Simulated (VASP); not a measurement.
A run of VASP 6.6.1 is set up as follows.

Contents of INCAR:

```
PREC = Accurate
ENCUT = 520
EDIFF = 1E-6
ISMEAR = 0
SIGMA = 0.15
LREAL = False
LASPH = True
NELM = 80
ALGO = Normal
ISIF = 2
LWAVE = False
LCHARG = False
GGA = PE
NBANDS = 14
```

Contents of KPOINTS:

```
regular mesh
0
Gamma
  20 20 20
```

POSCAR

```
HfN
1.0
    0.2834400519      2.4092404411      2.4092404411
    2.4092404411      0.2834400519      2.4092404411
    2.4092404411      2.4092404411      0.2834400519
Hf N
1 1
Direct
    0.0000000000      0.0000000000      0.0000000000
    0.5000000000      0.5000000000      0.5000000000
```

Potentials or basis: VASP PAW PBE potentials, release 64 (Hf_pv, N).

The run is started by

```bash
$ cat potpaw_PBE.64/Hf_pv/POTCAR potpaw_PBE.64/N/POTCAR > POTCAR
$ mpirun -np 1 vasp_std > vasp.out
```

(1) What does it give for the pressure?

## Answers

(1) 4.7 GPa.
